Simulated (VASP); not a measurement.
Sb: single point with r2SCAN

Sb:

```
Sb
1.0
     3.31739    0.00000    0.00000
    -1.65869    2.87294    0.00000
     0.00000    0.00000   11.38305
Sb
4
Cartesian
  -1.6587 2.8729 11.3830
  -1.6587 2.8729 5.6915
  0.0000 1.9153 2.8458
  1.6587 0.9576 8.5373
```

This isn't the form of Sb at room conditions, which is rhombohedral.

```
Program                : VASP 6.6.1
Task                   : single point
Functional             : r2SCAN
Potentials or basis    : VASP PAW PBE potentials, release 64 (Sb)
Cutoff                 : 520 eV
k mesh                 : 11 × 11 × 3
Occupations            : fermi-dirac, width 0.1 eV
Spin                   : no spin polarisation
Dipole correction      : no
Further INCAR settings : ALGO = Normal; EDIFF = 1e-06; NBANDS = 18
```

```
Pressure               : -0.1 GPa
Band gap on the k mesh : zero (bands 10 and 11 overlap by 7.27 eV)
```

Levels at points of the mesh, in eV from the Fermi level:
```
           k point  band 8  band 9  band 10  band 11  band 12  band 13
(0.00, 0.00, 0.00)    4.29    4.29     4.77     4.96     4.96     5.01
```

It took 4.2 min on 1 thread of Intel(R) Xeon(R) 6975P-C (Granite Rapids), with other jobs on the host, peak memory 0.28 GiB.

Caveat: the PAW data sets were made with another functional, which shifts forces and pressure a little; spin-orbit coupling is left out, which moves the levels of the heavy elements.
